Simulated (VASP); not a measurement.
The system is GaP.

```xyz
4
Lattice="1.9430 1.1218 6.4308 -1.9430 1.1218 6.4308 0.0000 -2.2436 6.4308" Properties=species:S:1:pos:R:3 pbc="T T T"
Ga    0.0000    0.0000    8.3994
Ga    0.0000    0.0000   10.8930
P     0.0000    0.0000    1.1072
P     0.0000    0.0000   18.1853
```

Base run:

```yaml
Program: VASP 6.6.1
Functional: BLYP
Potentials_or_basis: VASP PAW PBE potentials, release 64 (Ga_d, P)
Cutoff: 520 eV
k_mesh: 6 × 6 × 6
Occupations: gaussian, width 0.01 eV
Spin: no spin polarisation
```

Its results: band gap on the k mesh 0.95 eV (least direct gap 1.19 eV); pressure 3.8 GPa; largest force 0.150 eV/Å.

Question: The run is repeated on the same cell with these changes: functional from BLYP to PBEsol. What comes out?

Answer: Band gap on the k mesh 0.74 eV (least direct gap 1.02 eV); pressure -2.8 GPa; largest force 0.090 eV/Å.

PBEsol binds more tightly than BLYP, so the same cell stands under less pressure.

Caveats: the PAW data sets were made with another functional, which shifts forces and pressure a little; the cell stands under pressure (at least some runs).

A k mesh can miss the band edges.
